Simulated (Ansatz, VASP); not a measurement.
Two plane-wave programs on Hg

```
Hg
1.0
     3.40810    0.00000    0.00000
    -1.70405    2.95150    0.00000
     0.00000    0.00000    5.44480
Hg
2
Direct
  0.66667 0.33333 0.75000
  0.33333 0.66667 0.25000
```

Alike in both runs: task single point; functional PBE; dispersion D3(BJ); k mesh 15 × 15 × 8; occupations gaussian, width 0.15 eV; no spin polarisation.

|  | VASP | Ansatz |
| --- | --- | --- |
| version | VASP 6.6.1 | Ansatz 0.2.0 |
| potentials or method | VASP PAW PBE potentials, release 64 (Hg), cutoff 520 eV | scalar-relativistic, plane waves, PAW |
| valence electrons in the cell | 24 | 40 |

```tsv
	VASP	Ansatz	Ansatz less VASP
gap on the k mesh at the Fermi level (eV)	none	none	-
pressure (GPa)	-0.7	-0.8	-0.14
traceless stress, the component that is largest in VASP (GPa)	-0.09	-0.10	-0.009
```

A gap of «none» marks a metal or a gap that the smearing closes. VASP's potentials hold 24 valence electrons a cell and Ansatz's 40, so a difference there can come from the potentials and not from the codes.

Spin-orbit coupling is off throughout.
